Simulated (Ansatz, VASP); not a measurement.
**Two plane-wave programs on Al2O3**

INCAR

```
PREC     = Accurate       # precision mode
ENCUT    = 520            # plane-wave cutoff, eV
EDIFF    = 1E-7           # SCF threshold, eV
ISMEAR   = 0              # smearing method
SIGMA    = 0.01           # smearing width, eV
LREAL    = F              # projectors in reciprocal space
LASPH    = T              # aspherical terms in the spheres
NELM     = 80             # most SCF steps
ALGO     = Normal         # electronic algorithm
ISIF     = 2              # what is computed and relaxed
LWAVE    = F              # write WAVECAR
LCHARG   = T              # write CHGCAR
LELF     = T              # ELF
LVHAR    = T            
NBANDS   = 20             # bands
```

The input KPOINTS:

```
regular mesh
0
Gamma
  12 12 4
```

The input POSCAR:

```
Al2O3
1.0
    2.8641420174      0.0000000000      0.0000000000
   -1.4320710087      2.4804197471      0.0000000000
    0.0000000000      0.0000000000      6.8332801002
Al O
2 3
Direct
    0.3333333333      0.6666666667      0.1993408385
    0.6666666667      0.3333333333      0.8006591615
    0.0000000000      0.0000000000      0.0000000000
    0.3333333333      0.6666666667      0.7032066470
    0.6666666667      0.3333333333      0.2967933530
```

Input for Ansatz:

```yaml
crystal:
  lattice:
    - [2.8641420174, 0.0, 0.0]
    - [-1.4320710087, 2.4804197471, 0.0]
    - [0.0, 0.0, 6.8332801002]
  atoms:
    - { symbol: Al, position: [0.3333333333, 0.6666666667, 0.1993408385] }
    - { symbol: Al, position: [0.6666666667, 0.3333333333, 0.8006591615] }
    - { symbol: O, position: [0.0, 0.0, 0.0] }
    - { symbol: O, position: [0.3333333333, 0.6666666667, 0.703206647] }
    - { symbol: O, position: [0.6666666667, 0.3333333333, 0.296793353] }
kpoints:
  mp_grid: { grid: [12, 12, 4] }
  band_path:
    path:
      - [0.0, 0.0, 0.0]
      - [0.5, 0.0, 0.0]
      - [0.3333333333, 0.3333333333, 0.0]
      - [0.0, 0.0, 0.5]
      - [0.5, 0.0, 0.5]
      - [0.3333333333, 0.3333333333, 0.5]
      - [-0.072917, 0.135417, 0.005208]
    npoints: 1
hamiltonian:
  xc: lda
scf:
  occupations: { method: fixed }
  n_extra_bands: 5
output:
  forces: true
  stress: true
  eigenvalues: true
  write_density: true
  write_potential: true
  elf: true
  volumetric_format: npy
```

Alike in both runs: task single point; functional LDA; k mesh 12 × 12 × 4; no spin polarisation.

```csv
,VASP,Ansatz
version,VASP 6.6.1,Ansatz 0.2.0
potentials or method,"VASP PAW LDA potentials, release 64 (Al, O)","plane waves, PAW"
plane-wave cutoff (eV),520,420
occupations,"gaussian, width 0.01 eV",fixed
valence electrons in the cell,24,24
```

|  | VASP | Ansatz | Ansatz less VASP |
| --- | --- | --- | --- |
| gap on the k mesh at the Fermi level (eV) | 4.70 | 4.72 | +0.022 |
| pressure (GPa) | -3.0 | -3.9 | -0.91 |
| traceless stress, the component that is largest in VASP (GPa) | -0.31 | 0.42 | +0.726 |
| rms of the force components (eV/Å) | 0.036 | 0.046 | +0.0105 |

LDA's correlation is that of Perdew and Zunger in VASP and of Perdew and Wang (1992) in Ansatz. Atom by atom the forces differ by 0.013 eV/Å (rms over components).
